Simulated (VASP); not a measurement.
# Au (P6_3/mmc) in VASP: notebook

Au is run at these levels: PBEsol; tasks: electric field gradients.

Program: VASP 6.6.1. These are calculated values, not measurements. Logs are shortened: lines on timing, memory, paths and dates and some standing lists are left out, and cuts for length are marked.

### Step 1. The cell of the first run

It takes space group P6_3/mmc (No. 194, hexagonal). The conventional cell has a = 2.841 Å, b = 2.841 Å, c = 4.780 Å, α = 90.00°, β = 90.00°, γ = 120.00°. Within 3.7 Å of Au (site symmetry -6m2) lie 12 Au at 2.84 to 2.90 Å.

### Step 2. Electric field gradients, PBEsol (volume scaled by 0.94)

INCAR reads:

```
SYSTEM = Au
  PREC = Accurate
  ENCUT = 400
  EDIFF = 1E-8
  ISMEAR = -1
  SIGMA = 0.03
  LREAL = .False.
  LASPH = .True.
  NELM = 120
  ALGO = Normal
  ISIF = 2
  LWAVE = .False.
  LCHARG = .False.
  GGA = PS
  LEFG = .True.
  NBANDS = 26
  GGA_COMPAT = .False.
```

KPOINTS reads:

```
Automatic mesh
0
Gamma
  14 14 8
  0 0 0
```

POSCAR reads:

```
Au
1.0
    2.8407981581      0.0000000000      0.0000000000
   -1.4203990791      2.4602033720      0.0000000000
    0.0000000000      0.0000000000      4.7803802105
Au
2
Direct
    0.3333333333      0.6666666667      0.7500000000
    0.6666666667      0.3333333333      0.2500000000
```

Potentials or basis: VASP PAW PBE potentials, release 64 (Au_sv_GW).

On the command line:

```sh
$ cat potpaw_PBE.64/Au_sv_GW/POTCAR > POTCAR
$ mpirun -np 1 vasp_std > vasp.out
```

OUTCAR:

```text
SYSTEM = Au
   PREC = Accurate
   ENCUT = 400
   EDIFF = 1E-8
   ISMEAR = -1
   LREAL = .False.
   LASPH = .True.
   NELM = 120
   ISIF = 2
   GGA = PS

 ion  position               nearest neighbor table
   1  0.333  0.667  0.750-   2 2.90   2 2.90   2 2.90   2 2.90   2 2.90   2 2.90
   2  0.667  0.333  0.250-   1 2.90   1 2.90   1 2.90   1 2.90   1 2.90   1 2.90

  LATTYP: Found a hexagonal cell.
 ALAT       =     2.8407981581
 C/A-ratio  =     1.6827595431

  Lattice vectors:

 A1 = (   2.8407981581,   0.0000000000,   0.0000000000)
 A2 = (  -1.4203990791,   2.4602033720,   0.0000000000)
 A3 = (   0.0000000000,   0.0000000000,   4.7803802105)

Analysis of symmetry for initial positions (statically):
=====================================================================
 Subroutine PRICEL returns:
 Original cell was already a primitive cell.

 Routine SETGRP: Setting up the symmetry group for a
 hexagonal supercell.

 Subroutine GETGRP returns: Found 24 space group operations
 (whereof 12 operations were pure point group operations)
 out of a pool of 24 trial point group operations.

The static configuration has the point symmetry D_3d.
 The point group associated with its full space group is D_6h.

Analysis of symmetry for dynamics (positions and initial velocities):
=====================================================================
 Subroutine PRICEL returns:
 Original cell was already a primitive cell.

 Routine SETGRP: Setting up the symmetry group for a
 hexagonal supercell.

 Subroutine GETGRP returns: Found 24 space group operations
 (whereof 12 operations were pure point group operations)
 out of a pool of 24 trial point group operations.

The dynamic configuration has the point symmetry D_3d.
 The point group associated with its full space group is D_6h.

 Subroutine INISYM returns: Found 24 space group operations
 (whereof 12 operations are pure point group operations),
 and found     1 'primitive' translations

----------------------------------------------------------------------------------------

                                     Primitive cell

  volume of cell :      33.4098

  direct lattice vectors                    reciprocal lattice vectors
     2.840798158  0.000000000  0.000000000     0.352013746  0.203235231  0.000000000
    -1.420399079  2.460203372  0.000000000     0.000000000  0.406470461  0.000000000
     0.000000000  0.000000000  4.780380210     0.000000000  0.000000000  0.209188382

  length of vectors
     2.840798158  2.840798158  4.780380210     0.406470462  0.406470461  0.209188382

  position of ions in fractional coordinates (direct lattice)
     0.333333333  0.666666667  0.750000000
     0.666666667  0.333333333  0.250000000

  ion indices of the primitive-cell ions
   primitive index   ion index
                 1           1
                 2           2

----------------------------------------------------------------------------------------

 KPOINTS: Automatic mesh

Automatic generation of k-mesh.
 Grid dimensions read from file:
 generate k-points for:   14   14    8

 Generating k-lattice:

  Cartesian coordinates                     Fractional coordinates (reciprocal lattice)
     0.025143839  0.014516802  0.000000000     0.071428571 -0.000000000  0.000000000
     0.000000000  0.029033604  0.000000000     0.000000000  0.071428571  0.000000000
     0.000000000  0.000000000  0.026148548     0.000000000  0.000000000  0.125000000

  Length of vectors
     0.029033604  0.029033604  0.026148548

  Shift w.r.t. Gamma in fractional coordinates (k-lattice)
     0.000000000  0.000000000  0.000000000

 Subroutine IBZKPT returns following result:
 ===========================================

 Found    120 irreducible k-points:

 Following reciprocal coordinates:
            Coordinates               Weight
  0.000000  0.000000  0.000000      1.000000
  0.071429  0.000000  0.000000      6.000000
  0.142857  0.000000  0.000000      6.000000
  0.214286  0.000000  0.000000      6.000000
  0.285714  0.000000  0.000000      6.000000
  0.357143  0.000000  0.000000      6.000000
[... 16 lines left out ...]
  0.285714  0.285714  0.000000      6.000000
  0.357143  0.285714  0.000000      6.000000
 [... further k-points ...]
   k-points           NKPTS =    120   k-points in BZ     NKDIM =    120   number of bands    NBANDS=     26
   number of dos      NEDOS =    301   number of ions     NIONS =      2
   total plane-waves  NPLWV =  12800
   dimension x,y,z NGX =    20 NGY =   20 NGZ =   32
   dimension x,y,z NGXF=    40 NGYF=   40 NGZF=   64
   ions per type =               2
   NGX,Y,Z   is equivalent  to a cutoff of  11.70, 11.70, 11.13 a.u.
   NGXF,Y,Z  is equivalent  to a cutoff of  23.41, 23.41, 22.26 a.u.
 SYSTEM =  Au
   PREC   = accura    normal or accurate (medium, high low for compatibility)
   ISTART =      0    job   : 0-new  1-cont  2-samecut
   ICHARG =      2    charge: 1-file 2-atom 10-const
   ISPIN  =      1    spin polarized calculation?
   LNONCOLLINEAR =      F non collinear calculations
   LSORBIT =      F    spin-orbit coupling
   LASPH  =      T    aspherical Exc in radial PAW
   ENCUT  =  400.0 eV  29.40 Ry    5.42 a.u.   4.63  4.63  7.80*2*pi/ulx,y,z
   NELM   =    120;   NELMIN=  2; NELMDL= -5     # of ELM steps
   EDIFF  = 0.1E-07   stopping-criterion for ELM
   LREAL  =      F    real-space projection
   EDIFFG = 0.1E-06   stopping-criterion for IOM
   NSW    =      0    number of steps for IOM
   IBRION =     -1    ionic relax: 0-MD 1-quasi-New 2-CG
   NFREE  =      0    steps in history (QN), initial steepest desc. (CG)
   ISIF   =      2    stress and relaxation
   ISYM   =      2    0-nonsym 1-usesym 2-fastsym
   POTIM  = 0.5000    time-step for ionic-motion
   TEBEG  =    0.0;   TEEND  =   0.0 temperature during run
   PSTRESS=    0.0 pullay stress
   NELECT =      38.0000    total number of electrons
   NUPDOWN=      -1.0000    fix difference up-down
   EMIN   =  10.00;   EMAX   =-10.00  energy-range for DOS
   EFERMI =   0.00;   METHOD = LEGACY
   ISMEAR =    -1;   SIGMA  =   0.03  broadening in eV -4-tet -1-fermi 0-gaus
   EFERMI_NEDOS =   21; number of points for ismear=-14 and -15
   IALGO  =     38    algorithm
   IMIX   =      4    mixing-type and parameters
     AMIX     =   0.40;   BMIX     =  1.00
     AMIX_MAG =   1.60;   BMIX_MAG =  1.00
  volume/ion in A,a.u.               =      16.70       112.73
  Fermi-wavevector in a.u.,A,eV,Ry     =   1.708879  3.229314 39.732670  2.920269
  Thomas-Fermi vector in A             =   2.787466
   LORBIT       =      0    0 simple, 1 ext, 2 COOP (PROOUT), +10 PAW based schemes
   GGA     = PS    functional components
   LHFCALC =     F    Hartree Fock is set to
   AEXX    =    0.0000 exact exchange contribution
   IVDW    =     0    specifies the selected vdW correction
   LEPSILON=     F    determine dielectric tensor
   LRPA    =     F    only Hartree local field effects (RPA)
 non-spin polarized calculation
  energy-cutoff  :      400.00
  volume of cell :       33.41
 maximum number of plane-waves:       622
 NGX is ok and might be reduce to    20
   NGX =  9   NGY =  9   NGZ = 15

 number of electron      38.0000002 magnetization

 Free energy of the ion-electron system (eV)
  ---------------------------------------------------
  ext. energy  EPLUGINS =         0.00000000
  ---------------------------------------------------
  free energy    TOTEN  =        -6.58107237 eV

  energy without entropy =       -6.57739593  energy(sigma->0) =       -6.57923415

 E-fermi :   8.9322     XC(G=0): -13.6385

 val. band max:        8.8669594810   @ k =   0.2857   0.2143   0.1250
 cond. band min:       8.9382135626   @ k =   0.1429   0.0000   0.1250
 fundamental gap:      0.0712540816
 Fermi energy:         8.9322136992

 k-point     1 :       0.0000    0.0000    0.0000
  band No.  band energies     occupation
      1     -96.8392      2.00000
      2     -96.8283      2.00000
      3     -48.2287      2.00000
      4     -48.0469      2.00000
      5     -48.0469      2.00000
      6     -48.0168      2.00000
[... 18 lines left out ...]
     25      27.6854      0.00000
     26      27.6854      0.00000

 k-point     2 :       0.0714    0.0000    0.0000
  band No.  band energies     occupation
      1     -96.8392      2.00000
      2     -96.8276      2.00000
      3     -48.2245      2.00000
      4     -48.0566      2.00000
      5     -48.0498      2.00000
      6     -48.0278      2.00000
[... 18 lines left out ...]
     25      26.8241      0.00000
     26      26.9469      0.00000

 k-point     3 :       0.1429    0.0000    0.0000
  band No.  band energies     occupation
      1     -96.8372      2.00000
      2     -96.8268      2.00000
      3     -48.2146      2.00000
      4     -48.0846      2.00000
      5     -48.0584      2.00000
      6     -48.0554      2.00000
[... 18 lines left out ...]
     25      25.3620      0.00000
     26      26.8223      0.00000

 k-point     4 :       0.2143    0.0000    0.0000
  band No.  band energies     occupation
      1     -96.8346      2.00000
      2     -96.8253      2.00000
      3     -48.1985      2.00000
      4     -48.1247      2.00000
      5     -48.0964      2.00000
      6     -48.0701      2.00000
[... 18 lines left out ...]
     25      25.7408      0.00000
     26      26.1702      0.00000

 k-point     5 :       0.2857    0.0000    0.0000
  band No.  band energies     occupation
      1     -96.8317      2.00000
      2     -96.8238      2.00000
      3     -48.1789      2.00000
      4     -48.1685      2.00000
      5     -48.1412      2.00000
      6     -48.0839      2.00000
[... 18 lines left out ...]
     25      24.0651      0.00000
     26      25.6984      0.00000

 k-point     6 :       0.3571    0.0000    0.0000
  band No.  band energies     occupation
      1     -96.8286      2.00000
      2     -96.8223      2.00000
      3     -48.2086      2.00000
      4     -48.1814      2.00000
      5     -48.1576      2.00000
      6     -48.0954      2.00000
[... 427 lines left out ...]
 k-point    21 :       0.2857    0.2143    0.0000
  band No.  band energies     occupation
      1     -96.8255      2.00000
      2     -96.8217      2.00000
      3     -48.2083      2.00000
      4     -48.1924      2.00000
      5     -48.1334      2.00000
      6     -48.1307      2.00000
[... 18 lines left out ...]
     25      22.3136      0.00000
     26      23.0287      0.00000

 k-point    22 :       0.3571    0.2143    0.0000
  band No.  band energies     occupation
      1     -96.8239      2.00000
      2     -96.8216      2.00000
      3     -48.2196      2.00000
      4     -48.1930      2.00000
      5     -48.1463      2.00000
      6     -48.1182      2.00000
[... 18 lines left out ...]
     25      21.1658      0.00000
     26      22.4536      0.00000

 k-point    23 :       0.2857    0.2857    0.0000
  band No.  band energies     occupation
      1     -96.8236      2.00000
      2     -96.8217      2.00000
      3     -48.2079      2.00000
      4     -48.1890      2.00000
      5     -48.1524      2.00000
      6     -48.1243      2.00000
[... 18 lines left out ...]
     25      20.9052      0.00000
     26      21.3910      0.00000

 k-point    24 :       0.3571    0.2857    0.0000
  band No.  band energies     occupation
      1     -96.8225      2.00000
      2     -96.8216      2.00000
      3     -48.2058      2.00000
      4     -48.1772      2.00000
      5     -48.1686      2.00000
      6     -48.1357      2.00000
[... 18 lines left out ...]
     25      20.2496      0.00000
     26      20.4373      0.00000

 [... further k-points ...]
[... 5 lines left out ...]
  --------------------------------------------------------------------------------------
  -------------------------------------------------------------------------------------
  Total       -0.0447797     -0.0447797     -0.3004650      0.0000000      0.0000000      0.0000000
  in kB       -2.1474245     -2.1474245    -14.4088939      0.0000000      0.0000000      0.0000000
  external PRESSURE =      -6.2345810 kB  Pullay stress =       0.0000000 kB

 VOLUME and BASIS-vectors are now :
 -----------------------------------------------------------------------------
  energy-cutoff  :      400.00
  volume of cell :       33.41
      direct lattice vectors                 reciprocal lattice vectors
     2.840798158  0.000000000  0.000000000     0.352013746  0.203235231  0.000000000
    -1.420399079  2.460203372  0.000000000     0.000000000  0.406470461  0.000000000
     0.000000000  0.000000000  4.780380210     0.000000000  0.000000000  0.209188382

 POSITION                                       TOTAL-FORCE (eV/Angst)
 -----------------------------------------------------------------------------------
     -0.00000      1.64014      3.58529        -0.000000     -0.000000      0.000000
      1.42040      0.82007      1.19510         0.000000      0.000000      0.000000
 -----------------------------------------------------------------------------------
    total drift:                                0.000000     -0.000000      0.000000

  FREE ENERGIE OF THE ION-ELECTRON SYSTEM (eV)
  ---------------------------------------------------
  free  energy   TOTEN  =        -6.5810723679 eV

  energy  without entropy=       -6.5773959267  energy(sigma->0) =       -6.57923415

 Electric field gradients (V/A^2)
---------------------------------------------------------------------
 ion       V_xx      V_yy      V_zz      V_xy      V_xz      V_yz
---------------------------------------------------------------------
   1     -11.535   -11.531    23.066     0.004     0.000    -0.000
   2     -11.535   -11.531    23.066     0.004    -0.000     0.000
---------------------------------------------------------------------

 Electric field gradients after diagonalization (V/A^2)
 (convention: |V_zz| > |V_xx| > |V_yy|)
----------------------------------------------------------------------
 ion       V_xx      V_yy      V_zz     asymmetry (V_yy - V_xx)/ V_zz
----------------------------------------------------------------------
   1     -11.537   -11.529    23.066       0.000
   2     -11.537   -11.529    23.066       0.000
----------------------------------------------------------------------

           NMR quadrupolar parameters

 Cq : quadrupolar parameter    Cq=e*Q*V_zz/h
 eta: asymmetry parameters     (V_yy - V_xx)/ V_zz
 Q  : nuclear electric quadrupole moment in mb (millibarn)
----------------------------------------------------------------------
 ion       Cq(MHz)       eta       Q (mb)
----------------------------------------------------------------------
   1       0.056       0.000       1.000
   2       0.056       0.000       1.000
----------------------------------------------------------------------
```

Wall time 40 s (1 thread of Intel Xeon 6975P-C (Granite Rapids), shared host); peak memory 0.18 GiB.

What came out:

| Quantity | Value |
| --- | --- |
| Free energy | -6.5811 eV |
| Pressure | -0.6 GPa |
| Band gap on the k mesh | zero (band 19 reaches 12.93 eV, above the bottom of band 20 at 6.25 eV) |

Stress tensor (GPa, compression positive):
```
-0.21  0.00  0.00
 0.00 -0.21  0.00
 0.00  0.00 -1.44
```

Electric field gradients, principal values (V/Å²):
```tsv
atom	least	middle	greatest (by size)
1 Au	-11.529	-11.537	23.066
2 Au	-11.529	-11.537	23.066
```

Caveat: without QUAD_EFG the Cq values of the log hold for a quadrupole moment of 1 mb, not for the nuclei; the PAW data sets were made with another functional, which shifts forces and pressure a little; spin-orbit coupling is left out, which moves the levels of the heavy elements.

[end of part 1 of 2]
